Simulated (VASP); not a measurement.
Set up this calculation in VASP 6.6.1, as the native input.

- Task: single point
- Functional: PBEsol
- Potentials or basis: VASP PAW PBE potentials, release 64 (In_d, As)
- Cutoff: 520 eV
- k mesh: 6 × 6 × 6
- Occupations: gaussian, width 0.1 eV
- Spin: no spin polarisation
- Dipole correction: no
- Further INCAR settings: ALGO = Normal; EDIFF = 1e-06; NBANDS = 16

The structure of InAs lies in POSCAR:

```
InAs
1.0
    0.0000000000      3.0204421994      3.0204421994
    3.0204421994      0.0000000000      3.0204421994
    3.0204421994      3.0204421994      0.0000000000
In As
1 1
Direct
    0.0000000000      0.0000000000      0.0000000000
    0.2500000000      0.2500000000      0.2500000000
```

One way to write it, as run:

INCAR

```
SYSTEM = InAs
  ALGO = Normal
  EDIFF = 1E-6
  ENCUT = 520
  GGA = PS
  ISIF = 2
  ISMEAR = 0
  LASPH = .TRUE.
  LCHARG = .FALSE.
  LREAL = .FALSE.
  LWAVE = .FALSE.
  NBANDS = 16
  NELM = 100
  PREC = Accurate
  SIGMA = 0.1
```

KPOINTS

```
k-points
0
G
  6 6 6
  0 0 0
```

Potentials or basis: VASP PAW PBE potentials, release 64 (In_d, As).

Command:

```sh
$ cat potpaw_PBE.64/In_d/POTCAR potpaw_PBE.64/As/POTCAR > POTCAR
$ mpirun -np 1 vasp_std > vasp.out
```

It gave:

The pressure is 1.5 GPa. The band gap on the k mesh is zero (filled and empty bands touch).

Caveat: semilocal functionals underestimate gaps, so a narrow gap can read as zero; the PAW data sets were made with another functional, which shifts forces and pressure a little; spin-orbit coupling is left out, which moves the levels of the heavy elements.

Run time: 13 s on 1 thread of Intel Xeon 8259CL (shared host), peak memory 0.18 GiB.
